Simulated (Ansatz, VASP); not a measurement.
## One calculation of CdS, two programs

INCAR

```
SYSTEM = CdS
  ALGO = Normal
  EDIFF = 1E-6
  ENCUT = 520
  GGA = PS
  ISIF = 2
  ISMEAR = -1
  LASPH = .TRUE.
  LCHARG = .FALSE.
  LREAL = .FALSE.
  LWAVE = .FALSE.
  NBANDS = 26
  NELM = 80
  PREC = Accurate
  SIGMA = 0.01
```

The input KPOINTS:

```
k-points
0
G
  7 7 4
  0 0 0
```

File POSCAR:

```
CdS
1.0
    4.1347992034     -0.0413479920     -0.0413479920
   -2.1032080132      3.6015151457     -0.0151344155
   -0.0674900000     -0.0674900000      6.7490000000
Cd S
2 2
Direct
    0.3333333333      0.6666666667      0.0000000000
    0.6666666667      0.3333333333      0.5000000000
    0.3333333333      0.6666666667      0.3850000000
    0.6666666667      0.3333333333      0.8850000000
```

Input for Ansatz:

```yaml
crystal:
  lattice:
    - [4.1347992034, -0.041347992, -0.041347992]
    - [-2.1032080132, 3.6015151457, -0.0151344155]
    - [-0.06749, -0.06749, 6.749]
  atoms:
    - { symbol: Cd, position: [0.3333333333, 0.6666666667, 0.0] }
    - { symbol: Cd, position: [0.6666666667, 0.3333333333, 0.5] }
    - { symbol: S, position: [0.3333333333, 0.6666666667, 0.385] }
    - { symbol: S, position: [0.6666666667, 0.3333333333, 0.885] }
kpoints:
  mp_grid: { grid: [7, 7, 4] }
  band_path:
    path:
      - [0.0, 0.0, 0.0]
      - [0.0, 0.0, 0.5]
      - [-0.5, 0.5, 0.0]
      - [0.0, 0.0, 0.0]
      - [0.0, -0.5, 0.0]
      - [-0.5, 0.0, 0.5]
      - [0.0, 0.0, 0.0]
      - [-0.5, 0.0, 0.0]
      - [0.0, -0.5, 0.5]
    npoints: 5
scf:
  occupations: { method: fermi_dirac, width: 0.01 }
hamiltonian:
  xc: pbesol
  pseudopotentials: { kind: all_electron, lapw: { basis_error: 0.001 } }
output:
  forces: true
  stress: true
  eigenvalues: true
```

Change from the starting cell: equal xy, yz and zx shear strains of -2 %.

Alike in both runs: task single point; functional PBEsol; k mesh 7 × 7 × 4; occupations fermi-dirac, width 0.01 eV; no spin polarisation.

|  | VASP | Ansatz |
| --- | --- | --- |
| version | VASP 6.6.1 | Ansatz 0.2.0 |
| potentials or method | VASP PAW PBE potentials, release 64 (Cd, S), cutoff 520 eV | all-electron LAPW, scalar-relativistic |

Ansatz gave:

```
gap on the k mesh at the Fermi level (eV)                     : 1.04
pressure (GPa)                                                : -0.5
traceless stress, the component that is largest in VASP (GPa) : -1.38
rms of the force components (eV/Å)                            : 0.178
```

Task: Which values does VASP return?

Result: gap on the k mesh at the Fermi level (eV): 1.04; pressure (GPa): -0.1; traceless stress, the component that is largest in VASP (GPa): -1.44; rms of the force components (eV/Å): 0.184.

VASP's potentials were made for PBE, not for PBEsol. Atom by atom the forces differ by 0.006 eV/Å (rms over components). Ansatz ran all-electron here, and VASP with PAW potentials.
